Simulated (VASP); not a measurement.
# Ge (Fd-3m) in VASP: further runs, part 2 of 2

VASP 6.6.1. Earlier steps stand in the parts before.

## (4) Single point, PBE

This run uses another cell than the first one, of 19.44 Å³/atom, 1.118 times its volume.

The input, INCAR:

```
SYSTEM = Ge
PREC     = Accurate       ! precision mode
ENCUT    = 520            ! plane-wave cutoff, eV
EDIFF    = 1E-7           ! SCF threshold, eV
ISMEAR   = -1             ! smearing method
SIGMA    = 0.02           ! smearing width, eV
LREAL    = .False.        ! projectors in reciprocal space
LASPH    = .True.         ! aspherical terms in the spheres
NELM     = 100            ! most SCF steps
ALGO     = Normal         ! electronic algorithm
ISIF     = 2              ! what is computed and relaxed
LWAVE    = .False.        ! write WAVECAR
LCHARG   = .False.        ! write CHGCAR
GGA      = PE             ! functional
NBANDS   = 21             ! bands
```

The input, KPOINTS:

```
Automatic mesh
0
Gamma
  6 6 6
  0 0 0
```

The input, POSCAR:

```
Ge
1.0
    0.0000000000      2.6887301647      2.6887301647
    2.6887301647      0.0000000000      2.6887301647
    2.6887301647      2.6887301647      0.0000000000
Ge
2
Direct
    0.0000000000      0.0000000000      0.0000000000
    0.2500000000      0.2500000000      0.2500000000
```

Started as:

```bash
cat potpaw_PBE.64/Ge_d/POTCAR > POTCAR
mpirun -np 1 vasp_std > vasp.out
```

It took 9.1 s on 1 thread of Intel Xeon Platinum 8559C (Emerald Rapids), shared host; peak memory 0.15 GiB.

It converged, with:

```
Free energy            : -8.5397 eV
Pressure               : 19.9 GPa
Band gap on the k mesh : 0.44 eV, indirect (least direct gap 1.51 eV)
```

Levels at points of the mesh, in eV from the valence-band top:
| k point | band 10 | band 11 | band 12 | band 13 | band 14 | band 15 | band 16 | band 17 | band 18 | band 19 |
| --- | --- | --- | --- | --- | --- | --- | --- | --- | --- | --- |
| (0.00, 0.00, 0.00) | -24.71 | -14.04 | 0.00 | 0.00 | 0.00 | 1.51 | 2.59 | 2.59 | 2.59 | 6.78 |
| (0.50, 0.00, 0.00) | -24.68 | -11.55 | -8.42 | -1.66 | -1.66 | 0.69 | 3.79 | 3.79 | 7.14 | 11.62 |
| (0.50, 0.50, 0.00) | -24.66 | -9.54 | -9.54 | -3.66 | -3.66 | 0.51 | 0.51 | 10.83 | 10.83 | 13.26 |

A k mesh can miss the band edges.

## (5) Single point, PBE

This run uses another cell than the first one, of 21.07 Å³/atom, 1.212 times its volume.

The input, INCAR:

```
SYSTEM = Ge
PREC = Accurate
ENCUT = 520
EDIFF = 1E-7
ISMEAR = -1
SIGMA = 0.02
LREAL = .False.
LASPH = .True.
NELM = 80
ALGO = Normal
ISIF = 2
LWAVE = .False.
LCHARG = .True.
GGA = PE
LELF = .True.
LVHAR = .True.
NBANDS = 21
```

KPOINTS is that of step 4.

The input, POSCAR:

```
Ge
1.0
    0.0000000000      2.7618819438      2.7618819438
    2.7618819438      0.0000000000      2.7618819438
    2.7618819438      2.7618819438      0.0000000000
Ge
2
Direct
    0.0000000000      0.0000000000      0.0000000000
    0.2500000000      0.2500000000      0.2500000000
```

Potentials or basis: VASP PAW PBE potentials, release 64 (Ge_d).

Started as:

```bash
cat potpaw_PBE.64/Ge_d/POTCAR > POTCAR
mpirun -np 1 vasp_std > vasp.out
```

OUTCAR:

```text
SYSTEM = Ge
   PREC = Accurate
   ENCUT = 520
   EDIFF = 1E-7
   ISMEAR = -1
   LREAL = .False.
   LASPH = .True.
   NELM = 80
   ISIF = 2
   GGA = PE

 ion  position               nearest neighbor table
   1  0.000  0.000  0.000-   2 2.39   2 2.39   2 2.39   2 2.39
   2  0.250  0.250  0.250-   1 2.39   1 2.39   1 2.39   1 2.39

  LATTYP: Found a face centered cubic cell.
 ALAT       =     5.5237638876

  Lattice vectors:

 A1 = (   0.0000000000,   2.7618819438,   2.7618819438)
 A2 = (   2.7618819438,   0.0000000000,   2.7618819438)
 A3 = (   2.7618819438,   2.7618819438,   0.0000000000)

Analysis of symmetry for initial positions (statically):
=====================================================================
 Subroutine PRICEL returns:
 Original cell was already a primitive cell.

 Routine SETGRP: Setting up the symmetry group for a
 face centered cubic supercell.

 Subroutine GETGRP returns: Found 48 space group operations
 (whereof 24 operations were pure point group operations)
 out of a pool of 48 trial point group operations.

[... 150 lines left out ...]
  ---------------------------------------------------
  free energy    TOTEN  =        -8.83699768 eV

  energy without entropy =       -8.83699721  energy(sigma->0) =       -8.83699744

 E-fermi :   5.9358     XC(G=0): -10.2642

 val. band max:        5.7319774577   @ k =   0.0000   0.0000   0.0000
 cond. band min:       6.1454620924   @ k =   0.5000   0.0000   0.0000
 fundamental gap:      0.4134846347
 Fermi energy:         5.9358344927

 k-point     1 :       0.0000    0.0000    0.0000
  band No.  band energies     occupation
      1     -19.1997      2.00000
      2     -19.1997      2.00000
      3     -19.1997      2.00000
      4     -19.1578      2.00000
      5     -19.1578      2.00000
      6     -18.9050      2.00000
[... 373 lines left out ...]
     20      17.3525      0.00000
     21      19.2024      0.00000

------------------------ aborting loop because EDIFF is reached ----------------------------------------

  FORCE on cell =-STRESS in cart. coord.  units (eV):
  Direction    XX          YY          ZZ          XY          YZ          ZX
  --------------------------------------------------------------------------------------
  -------------------------------------------------------------------------------------
  Total        2.6131775      2.6131775      2.6131775      0.0000000      0.0000000      0.0000000
  in kB       99.3651648     99.3651648     99.3651648      0.0000000      0.0000000      0.0000000
  external PRESSURE =      99.3651648 kB  Pullay stress =       0.0000000 kB

 VOLUME and BASIS-vectors are now :
 -----------------------------------------------------------------------------
  energy-cutoff  :      520.00
  volume of cell :       42.14
      direct lattice vectors                 reciprocal lattice vectors
     0.000000000  2.761881944  2.761881944    -0.181035978  0.181035978  0.181035978
     2.761881944  0.000000000  2.761881944     0.181035978 -0.181035978  0.181035978
     2.761881944  2.761881944  0.000000000     0.181035978  0.181035978 -0.181035978

 POSITION                                       TOTAL-FORCE (eV/Angst)
 -----------------------------------------------------------------------------------
      0.00000      0.00000      0.00000        -0.000000     -0.000000     -0.000000
      1.38094      1.38094      1.38094         0.000000      0.000000      0.000000
 -----------------------------------------------------------------------------------
    total drift:                                0.000000     -0.000000      0.000000

  FREE ENERGIE OF THE ION-ELECTRON SYSTEM (eV)
  ---------------------------------------------------
  free  energy   TOTEN  =        -8.8369976770 eV

  energy  without entropy=       -8.8369972054  energy(sigma->0) =       -8.83699744
```

OSZICAR:

```text
N       E                     dE             d eps       ncg     rms          rms(c)
DAV:   1     0.185885683926E+03    0.18589E+03   -0.14512E+04   775   0.378E+03
DAV:   2     0.176172164121E+02   -0.16827E+03   -0.16351E+03   672   0.603E+02
DAV:   3    -0.808085879604E+01   -0.25698E+02   -0.25426E+02   767   0.139E+02
DAV:   4    -0.893902019661E+01   -0.85816E+00   -0.85735E+00   752   0.298E+01
DAV:   5    -0.895218337787E+01   -0.13163E-01   -0.13162E-01   772   0.405E+00    0.356E+00
DAV:   6    -0.887439726828E+01    0.77786E-01   -0.25819E-02   742   0.135E+00    0.211E+00
DAV:   7    -0.883497391155E+01    0.39423E-01   -0.60437E-02   800   0.200E+00    0.155E-01
DAV:   8    -0.883684928805E+01   -0.18754E-02   -0.59157E-03   752   0.800E-01    0.453E-02
DAV:   9    -0.883698941210E+01   -0.14012E-03   -0.20237E-04   790   0.165E-01    0.152E-02
DAV:  10    -0.883699630410E+01   -0.68920E-05   -0.19715E-05   832   0.582E-02    0.681E-03
DAV:  11    -0.883699755156E+01   -0.12475E-05   -0.39392E-06   737   0.265E-02    0.157E-03
DAV:  12    -0.883699769482E+01   -0.14326E-06   -0.16688E-07   601   0.309E-03    0.492E-04
DAV:  13    -0.883699767702E+01    0.17798E-07   -0.18012E-08   501   0.205E-03
   1 F= -.88369977E+01 E0= -.88369974E+01  d E =-.471639E-06
```

stdout:

```text
POSCAR found type information on POSCAR Ge
 POSCAR found :  1 types and       2 ions
 scaLAPACK will be used
 LDA part: xc-table for (Slater+PW92), standard interpolation
 POSCAR, INCAR and KPOINTS ok, starting setup
 FFT: planning ... GRIDC
 FFT: planning ... GRID_SOFT
 FFT: planning ... GRID
 WAVECAR not read
 entering main loop
```

Run time: 12 s. Hardware: 1 thread of Intel Xeon Platinum 8559C (Emerald Rapids), shared host; peak memory 0.16 GiB.

What came out:

```
Free energy            : -8.8370 eV
Pressure               : 9.9 GPa
Band gap on the k mesh : 0.41 eV, indirect (least direct gap 0.71 eV)
```

A k mesh can miss the band edges.

## (6) Single point, PBE

This run uses another cell than the first one, of 23.95 Å³/atom, 1.378 times its volume.

The input, INCAR:

```
ALGO = Normal
EDIFF = 1E-6
ENCUT = 520
GGA = PE
ISIF = 2
ISMEAR = -1
LASPH = True
LCHARG = False
LREAL = False
LWAVE = False
NBANDS = 21
NELM = 80
PREC = Accurate
SIGMA = 0.02
```

The input, KPOINTS:

```
k-points
0
Gamma
  6 6 6
```

The input, POSCAR:

```
Ge
1.0
    0.0000000000      2.8825523312      2.8825523312
    2.8825523312      0.0000000000      2.8825523312
    2.8825523312      2.8825523312      0.0000000000
Ge
2
Direct
    0.0000000000      0.0000000000      0.0000000000
    0.2500000000      0.2500000000      0.2500000000
```

Potentials or basis: VASP PAW PBE potentials, release 64 (Ge_d).

Started as:

```bash
cat potpaw_PBE.64/Ge_d/POTCAR > POTCAR
mpirun -np 1 vasp_std > vasp.out
```

OUTCAR:

```text
EDIFF = 1E-6
   ENCUT = 520
   GGA = PE
   ISIF = 2
   ISMEAR = -1
   LASPH = True
   LREAL = False
   NELM = 80
   PREC = Accurate

 ion  position               nearest neighbor table
   1  0.000  0.000  0.000-   2 2.50   2 2.50   2 2.50   2 2.50
   2  0.250  0.250  0.250-   1 2.50   1 2.50   1 2.50   1 2.50

  LATTYP: Found a face centered cubic cell.
 ALAT       =     5.7651046624

  Lattice vectors:

[... 559 lines left out ...]
     21      17.0244      0.00000

------------------------ aborting loop because EDIFF is reached ----------------------------------------

  FORCE on cell =-STRESS in cart. coord.  units (eV):
  Direction    XX          YY          ZZ          XY          YZ          ZX
  --------------------------------------------------------------------------------------
  -------------------------------------------------------------------------------------
  Total       -0.0286112     -0.0286112     -0.0286112      0.0000000      0.0000000      0.0000000
  in kB       -0.9569395     -0.9569395     -0.9569395      0.0000000      0.0000000      0.0000000
  external PRESSURE =      -0.9569395 kB  Pullay stress =       0.0000000 kB

 VOLUME and BASIS-vectors are now :
 -----------------------------------------------------------------------------
  energy-cutoff  :      520.00
  volume of cell :       47.90
      direct lattice vectors                 reciprocal lattice vectors
     0.000000000  2.882552331  2.882552331    -0.173457389  0.173457389  0.173457389
     2.882552331  0.000000000  2.882552331     0.173457389 -0.173457389  0.173457389
     2.882552331  2.882552331  0.000000000     0.173457389  0.173457389 -0.173457389

 POSITION                                       TOTAL-FORCE (eV/Angst)
 -----------------------------------------------------------------------------------
      0.00000      0.00000      0.00000         0.000000     -0.000000      0.000000
      1.44128      1.44128      1.44128        -0.000000      0.000000     -0.000000
 -----------------------------------------------------------------------------------
    total drift:                                0.000000      0.000000      0.000000

  FREE ENERGIE OF THE ION-ELECTRON SYSTEM (eV)
  ---------------------------------------------------
  free  energy   TOTEN  =        -8.9935173657 eV

  energy  without entropy=       -8.9927684167  energy(sigma->0) =       -8.99314289
```

stdout:

```text
POSCAR found type information on POSCAR Ge
 POSCAR found :  1 types and       2 ions
 scaLAPACK will be used
 LDA part: xc-table for (Slater+PW92), standard interpolation
 POSCAR, INCAR and KPOINTS ok, starting setup
 FFT: planning ... GRIDC
 FFT: planning ... GRID_SOFT
 FFT: planning ... GRID
 WAVECAR not read
 entering main loop
```

Wall time 10 s (1 thread of Intel Xeon Platinum 8559C (Emerald Rapids), shared host); peak memory 0.16 GiB.

Results:

* Free energy: -8.9935 eV
* Pressure: -0.1 GPa
* Band gap on the k mesh: zero (filled and empty bands touch)

## (7) Summary

```csv
cell,gap on the mesh (eV),pressure (GPa)
"a = 3.663 Å, angles 60.0°, 2 atoms",0.23,39.8
"a = 3.725 Å, angles 60.0°, 2 atoms",0.33,29.8
"a = 3.802 Å, angles 60.0°, 2 atoms",0.44,19.9
"a = 3.906 Å, angles 60.0°, 2 atoms",0.41,9.9
"a = 4.077 Å, angles 60.0°, 2 atoms",none,-0.1
```

Alike in all rows: task single point; level PBE; potentials or basis VASP PAW PBE potentials, release 64 (Ge_d); no spin polarisation; k mesh 6 × 6 × 6; cutoff (eV) 520; smearing fermi-dirac 0.02 eV.

Total energies depend on the potentials used, so only differences within one code and one set of settings carry meaning.

## (8) Comparison with measurements

Step 6. Against the measured gap of Ge, 0.807 eV (direct; 300 K; “Electronic and optical properties of SixGe1-x-ySny alloys lattice-matched to Ge”, 2021, arxiv:2109.02782), the calculated 0.00 eV is off by -0.81 eV. 3 values of this kind are on record (0.666 to 0.807 eV); this one was drawn at random among those near their median. Spin-orbit coupling on Ge is left out. The value is that of PBE on a finite k mesh, which can miss the band edges, without temperature or zero-point motion. Semilocal functionals fall short of measured gaps as a rule.
